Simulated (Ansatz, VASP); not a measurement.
Bi in VASP and in Ansatz

```xyz
1
Lattice="-1.8688 2.0158 1.9938 1.8688 -2.0158 1.9938 1.8688 2.0158 -1.9938" Properties=species:S:1:pos:R:3 pbc="T T T"
Bi    0.0000    0.0000    0.0000
```

Change from the starting cell: strain +e along x and -e along y -0.0375, strain +e along z and -e/2 along x and y +0.0175.

Alike in both runs: task single point; functional PBE; dispersion D3(BJ); k mesh 16 × 16 × 16; occupations gaussian, width 0.15 eV; no spin polarisation.

|  | VASP | Ansatz |
| --- | --- | --- |
| version | VASP 6.6.1 | Ansatz 0.2.0 |
| potentials or method | VASP PAW PBE potentials, release 64 (Bi_d), cutoff 520 eV | scalar-relativistic, plane waves, PAW |
| valence electrons in the cell | 15 | 15 |

VASP gave:

* gap on the k mesh at the Fermi level (eV): none
* pressure (GPa): 0.2
* traceless stress, the component that is largest in VASP (GPa): 0.75

Question: What did Ansatz give for the same quantities?

Answer: gap on the k mesh at the Fermi level (eV): none; pressure (GPa): 0.3; traceless stress, the component that is largest in VASP (GPa): 0.76.

A gap of «none» marks a metal or a gap that the smearing closes.

Neither program's run includes spin-orbit coupling.
